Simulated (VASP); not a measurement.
# CoO (Fm-3m) in VASP: further runs, part 2 of 3

VASP 6.6.1. The steps go on from the part before.

## 3. Single point, PBE, collinear spin, ferromagnetic start

File INCAR:

```
PREC = Accurate ; ENCUT = 520
EDIFF = 1E-6 ; ISMEAR = 0
SIGMA = 0.05 ; LREAL = False
LASPH = True ; NELM = 150
ALGO = Normal ; ISIF = 2
LWAVE = False ; LCHARG = True
ISPIN = 2 ; MAGMOM = 2.77 0
LORBIT = 11 ; LMAXMIX = 4
GGA = PE ; LELF = True
LVHAR = True ; NBANDS = 18
```

File KPOINTS:

```
Automatic mesh
0
Gamma
  14 14 14
```

File POSCAR:

```
CoO
1.0
    0.0000000000      2.1235103467      2.1235103467
    2.1235103467      0.0000000000      2.1235103467
    2.1235103467      2.1235103467      0.0000000000
Co O
1 1
Direct
    0.0000000000      0.0000000000      0.0000000000
    0.5000000000      0.5000000000      0.5000000000
```

Potentials or basis: VASP PAW PBE potentials, release 64 (Co, O).

Launch:

```console
cat potpaw_PBE.64/Co/POTCAR potpaw_PBE.64/O/POTCAR > POTCAR
mpirun -np 1 vasp_std > vasp.out
```

OUTCAR:

```text
PREC = Accurate
   ENCUT = 520
   EDIFF = 1E-6
   ISMEAR = 0
   LREAL = False
   LASPH = True
   NELM = 150
   ISIF = 2
   ISPIN = 2
   LORBIT = 11
   GGA = PE

 ion  position               nearest neighbor table
   1  0.000  0.000  0.000-   2 2.12   2 2.12   2 2.12   2 2.12   2 2.12   2 2.12
   2  0.500  0.500  0.500-   1 2.12   1 2.12   1 2.12   1 2.12   1 2.12   1 2.12

  LATTYP: Found a face centered cubic cell.
 ALAT       =     4.2470206934

  Lattice vectors:

 A1 = (   0.0000000000,   2.1235103467,   2.1235103467)
 A2 = (   2.1235103467,   0.0000000000,   2.1235103467)
 A3 = (   2.1235103467,   2.1235103467,   0.0000000000)

Analysis of symmetry for initial positions (statically):
=====================================================================
 Subroutine PRICEL returns:
 Original cell was already a primitive cell.

 Routine SETGRP: Setting up the symmetry group for a
 face centered cubic supercell.

 Subroutine GETGRP returns: Found 48 space group operations
 (whereof 48 operations were pure point group operations)
 out of a pool of 48 trial point group operations.

The static configuration has the point symmetry O_h .

Analysis of symmetry for dynamics (positions and initial velocities):
=====================================================================
 Subroutine PRICEL returns:
 Original cell was already a primitive cell.

 Routine SETGRP: Setting up the symmetry group for a
 face centered cubic supercell.

 Subroutine GETGRP returns: Found 48 space group operations
 (whereof 48 operations were pure point group operations)
 out of a pool of 48 trial point group operations.

The dynamic configuration has the point symmetry O_h .

Analysis of structural, dynamic, and magnetic symmetry:
=====================================================================
 Subroutine PRICEL returns:
 Original cell was already a primitive cell.

 Routine SETGRP: Setting up the symmetry group for a
 face centered cubic supercell.

 Subroutine GETGRP returns: Found 48 space group operations
 (whereof 48 operations were pure point group operations)
 out of a pool of 48 trial point group operations.

The overall configuration has the point symmetry O_h .

 Subroutine INISYM returns: Found 48 space group operations
 (whereof 48 operations are pure point group operations),
 and found     1 'primitive' translations

----------------------------------------------------------------------------------------

                                     Primitive cell

  volume of cell :      19.1511

  direct lattice vectors                    reciprocal lattice vectors
     0.000000000  2.123510347  2.123510347    -0.235459178  0.235459178  0.235459178
     2.123510347  0.000000000  2.123510347     0.235459178 -0.235459178  0.235459178
     2.123510347  2.123510347  0.000000000     0.235459178  0.235459178 -0.235459178

  length of vectors
     3.003097132  3.003097132  3.003097132     0.407827259  0.407827259  0.407827259

  position of ions in fractional coordinates (direct lattice)
     0.000000000  0.000000000  0.000000000
     0.500000000  0.500000000  0.500000000

  ion indices of the primitive-cell ions
   primitive index   ion index
                 1           1
                 2           2
[... 58 lines left out ...]
   dimension x,y,z NGXF=    48 NGYF=   48 NGZF=   48
   ions per type =               1   1
   NGX,Y,Z   is equivalent  to a cutoff of  13.29, 13.29, 13.29 a.u.
   NGXF,Y,Z  is equivalent  to a cutoff of  26.57, 26.57, 26.57 a.u.
 SYSTEM =  unknown system
   PREC   = accura    normal or accurate (medium, high low for compatibility)
   ISTART =      0    job   : 0-new  1-cont  2-samecut
   ICHARG =      2    charge: 1-file 2-atom 10-const
   ISPIN  =      2    spin polarized calculation?
   LNONCOLLINEAR =      F non collinear calculations
   LSORBIT =      F    spin-orbit coupling
   LASPH  =      T    aspherical Exc in radial PAW
   ENCUT  =  520.0 eV  38.22 Ry    6.18 a.u.   5.58  5.58  5.58*2*pi/ulx,y,z
   NELM   =    150;   NELMIN=  2; NELMDL= -5     # of ELM steps
   EDIFF  = 0.1E-05   stopping-criterion for ELM
   LREAL  =      F    real-space projection
   EDIFFG = 0.1E-04   stopping-criterion for IOM
   NSW    =      0    number of steps for IOM
   IBRION =     -1    ionic relax: 0-MD 1-quasi-New 2-CG
   NFREE  =      0    steps in history (QN), initial steepest desc. (CG)
   ISIF   =      2    stress and relaxation
   ISYM   =      2    0-nonsym 1-usesym 2-fastsym
   POTIM  = 0.5000    time-step for ionic-motion
   TEBEG  =    0.0;   TEEND  =   0.0 temperature during run
   PSTRESS=    0.0 pullay stress
   NELECT =      15.0000    total number of electrons
   NUPDOWN=      -1.0000    fix difference up-down
   EMIN   =  10.00;   EMAX   =-10.00  energy-range for DOS
   EFERMI =   0.00;   METHOD = LEGACY
   ISMEAR =     0;   SIGMA  =   0.05  broadening in eV -4-tet -1-fermi 0-gaus
   EFERMI_NEDOS =   21; number of points for ismear=-14 and -15
   IALGO  =     38    algorithm
   IMIX   =      4    mixing-type and parameters
     AMIX     =   0.40;   BMIX     =  1.00
     AMIX_MAG =   1.60;   BMIX_MAG =  1.00
  volume/ion in A,a.u.               =       9.58        64.62
  Fermi-wavevector in a.u.,A,eV,Ry     =   1.509064  2.851717 30.984179  2.277273
  Thomas-Fermi vector in A             =   2.619435
   LORBIT       =     11    0 simple, 1 ext, 2 COOP (PROOUT), +10 PAW based schemes
   GGA     = PE    functional components
   LHFCALC =     F    Hartree Fock is set to
   AEXX    =    0.0000 exact exchange contribution
   IVDW    =     0    specifies the selected vdW correction
   LEPSILON=     F    determine dielectric tensor
   LRPA    =     F    only Hartree local field effects (RPA)
 spin polarized calculation
 Gauss-broadening in eV      SIGMA  =   0.05
  energy-cutoff  :      520.00
  volume of cell :       19.15
 maximum number of plane-waves:       533
   NGX = 11   NGY = 11   NGZ = 11

 number of electron      15.0000006 magnetization       2.9182346

 Free energy of the ion-electron system (eV)
  ---------------------------------------------------
  ext. energy  EPLUGINS =         0.00000000
  ---------------------------------------------------
  free energy    TOTEN  =       -13.04877667 eV

  energy without entropy =      -13.04394453  energy(sigma->0) =      -13.04636060

 E-fermi :   8.0340     XC(G=0): -12.4602

 val. band max:        8.0335003748   @ k =  -0.4286   0.3571   0.0714
 cond. band min:       8.0398850209   @ k =   0.4286   0.2857   0.1429
 fundamental gap:      0.0063846461
 Fermi energy:         8.0340104332

 spin component 1

 k-point     1 :       0.0000    0.0000    0.0000
  band No.  band energies     occupation
      1     -12.2356      1.00000
      2       4.7532      1.00000
      3       4.7533      1.00000
      4       4.8834      1.00000
      5       4.8834      1.00000
      6       4.8834      1.00000
[... 493 lines left out ...]
     17      36.1378      0.00000
     18      36.9599      0.00000

 [... further k-points ...]

 spin component 2

 k-point     1 :       0.0000    0.0000    0.0000
  band No.  band energies     occupation
      1     -11.7257      1.00000
      2       5.4539      1.00000
      3       5.4539      1.00000
      4       5.4539      1.00000
      5       6.9149      1.00000
      6       6.9150      1.00000
[... 493 lines left out ...]
     17      36.6287      0.00000
     18      37.7297      0.00000

 [... further k-points ...]
[... 5 lines left out ...]
  --------------------------------------------------------------------------------------
  -------------------------------------------------------------------------------------
  Total       -0.0327141     -0.0327141     -0.0327141      0.0000000      0.0000000      0.0000000
  in kB       -2.7368588     -2.7368588     -2.7368588      0.0000000      0.0000000      0.0000000
  external PRESSURE =      -2.7368588 kB  Pullay stress =       0.0000000 kB

 VOLUME and BASIS-vectors are now :
 -----------------------------------------------------------------------------
  energy-cutoff  :      520.00
  volume of cell :       19.15
      direct lattice vectors                 reciprocal lattice vectors
     0.000000000  2.123510347  2.123510347    -0.235459178  0.235459178  0.235459178
     2.123510347  0.000000000  2.123510347     0.235459178 -0.235459178  0.235459178
     2.123510347  2.123510347  0.000000000     0.235459178  0.235459178 -0.235459178

 POSITION                                       TOTAL-FORCE (eV/Angst)
 -----------------------------------------------------------------------------------
      0.00000      0.00000      0.00000         0.000000      0.000000      0.000000
      2.12351      2.12351      2.12351         0.000000     -0.000000      0.000000
 -----------------------------------------------------------------------------------
    total drift:                                0.000000     -0.000000     -0.000000

  FREE ENERGIE OF THE ION-ELECTRON SYSTEM (eV)
  ---------------------------------------------------
  free  energy   TOTEN  =       -13.0487766653 eV

  energy  without entropy=      -13.0439445295  energy(sigma->0) =      -13.04636060

 total charge

# of ion       s       p       d       tot
------------------------------------------
    1        0.296   0.362   7.148   7.807
    2        1.556   3.428   0.000   4.984
--------------------------------------------------
tot          1.852   3.791   7.148  12.791

 magnetization (x)

# of ion       s       p       d       tot
------------------------------------------
    1        0.021   0.018   2.525   2.564
    2        0.029   0.275   0.000   0.304
--------------------------------------------------
tot          0.050   0.293   2.525   2.867
```

stdout:

```text
POSCAR found type information on POSCAR CoO
 POSCAR found :  2 types and       2 ions
 scaLAPACK will be used
 LDA part: xc-table for (Slater+PW92), standard interpolation
 POSCAR, INCAR and KPOINTS ok, starting setup
 FFT: planning ... GRIDC
 FFT: planning ... GRID_SOFT
 FFT: planning ... GRID
 WAVECAR not read
 entering main loop
```

Run time: 44 s. Hardware: 1 thread of Intel Xeon Platinum 8559C (Emerald Rapids), shared host; peak memory 0.19 GiB.

What came out:

- Free energy: -13.0488 eV
- Pressure: -0.3 GPa
- Net moment: 2.92 μB per cell
- Site moments: Co +2.56; O +0.30 μB
- Valence electrons inside the program's atomic spheres: Co 7.81; O 4.98

Caveat: a cell with one magnetic atom can't hold antiferromagnetic order, which such compounds often take; semilocal functionals often make such compounds metallic where correlation or magnetic order opens a gap, which also shifts bond lengths.

## 4. Single point, PBE, collinear spin, ferromagnetic start

File INCAR:

```
PREC = Accurate
ENCUT = 520
EDIFF = 1E-6
ISMEAR = 0
SIGMA = 0.05
LREAL = False
LASPH = True
NELM = 150
ALGO = Normal
ISIF = 2
LWAVE = False
LCHARG = False
ISPIN = 2
MAGMOM = 2.76 0
LORBIT = 11
LMAXMIX = 4
GGA = PE
NBANDS = 18
```

File KPOINTS:

```
regular mesh
0
Gamma
  14 14 14
```

File POSCAR:

```
CoO
1.0
    0.0000000000      2.1245315500      2.1245315500
    2.1245315500      0.0000000000      2.1245315500
    2.1245315500      2.1245315500      0.0000000000
Co O
1 1
Direct
    0.0000000000      0.0000000000      0.0000000000
    0.5000000000      0.5000000000      0.5000000000
```

Launch:

```console
cat potpaw_PBE.64/Co/POTCAR potpaw_PBE.64/O/POTCAR > POTCAR
mpirun -np 1 vasp_std > vasp.out
```

Wall time 37 s (1 thread of Intel Xeon Platinum 8559C (Emerald Rapids), shared host); peak memory 0.19 GiB.

It converged, with:

- Free energy: -13.0487 eV
- Pressure: -0.5 GPa
- Net moment: 2.92 μB per cell
- Site moments: Co +2.57; O +0.30 μB
- Valence electrons inside the program's atomic spheres: Co 7.80; O 4.98

Levels at points of the mesh, in eV from the Fermi level:
Spin up:
```csv
k point,band 7,band 8,band 9,band 10,band 11,band 12
"(0.00, 0.00, 0.00)",-3.09,-3.09,-3.09,1.04,16.88,18.19
"(0.50, 0.00, 0.00)",-1.81,0.12,0.12,5.09,9.41,13.49
"(0.50, 0.50, 0.00)",-2.42,-2.08,-2.08,5.92,9.87,11.71
```
Spin down:
```csv
k point,band 2,band 3,band 4,band 5,band 6,band 7,band 8,band 9,band 10,band 11
"(0.00, 0.00, 0.00)",-2.57,-2.57,-2.57,-1.12,-1.12,-1.12,0.05,0.05,1.58,16.79
"(0.50, 0.00, 0.00)",-7.62,-4.66,-4.66,-0.13,-0.13,0.18,2.72,2.72,5.37,10.21
"(0.50, 0.50, 0.00)",-6.42,-3.83,-3.83,-2.25,0.12,0.12,0.53,1.00,6.77,10.34
```

Caveat: a cell with one magnetic atom can't hold antiferromagnetic order, which such compounds often take; semilocal functionals often make such compounds metallic where correlation or magnetic order opens a gap, which also shifts bond lengths. With open d or f shells a metallic result of PBE can be an artefact of self-interaction; +U or a hybrid may open a gap.

[end of part 2 of 3]
